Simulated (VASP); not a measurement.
A run of VASP 6.6.1 is set up as follows.

INCAR

```
SYSTEM = SiC
  PREC = Accurate
  ENCUT = 520
  EDIFF = 1E-6
  ISMEAR = 0
  SIGMA = 0.01
  LREAL = .False.
  LASPH = .True.
  NELM = 100
  ALGO = Normal
  ISIF = 2
  LWAVE = .False.
  LCHARG = .True.
  GGA = RP
  LELF = .True.
  LVHAR = .True.
  NBANDS = 16
```

File KPOINTS:

```
regular mesh
0
Gamma
  6 6 4
  0 0 0
```

Contents of POSCAR:

```
SiC
1.0
    3.0760000000      0.0000000000      0.0000000000
   -1.5380000000      2.6638941400      0.0000000000
    0.0000000000      0.0000000000      5.0480000000
Si C
2 2
Direct
    0.3333333333      0.6666666667      0.0000000000
    0.6666666667      0.3333333333      0.5000000000
    0.3333333333      0.6666666667      0.3850000000
    0.6666666667      0.3333333333      0.8850000000
```

Potentials or basis: VASP PAW PBE potentials, release 64 (Si, C).

Launch:

```bash
$ cat potpaw_PBE.64/Si/POTCAR potpaw_PBE.64/C/POTCAR > POTCAR
$ mpirun -np 1 vasp_std > vasp.out
```

What does it give for the pressure?

6.4 GPa.

Predict the largest force.

0.751 eV/Å.

Predict the band gap on the k mesh.

2.36 eV, indirect (least direct gap 4.11 eV).

Stress tensor (GPa, compression positive):
```
8.22 0.00 0.00
0.00 8.22 0.00
0.00 0.00 2.88
```

Caveat: the PAW data sets were made with another functional, which shifts forces and pressure a little. As with any semilocal functional, this RPBE gap is likely too small.
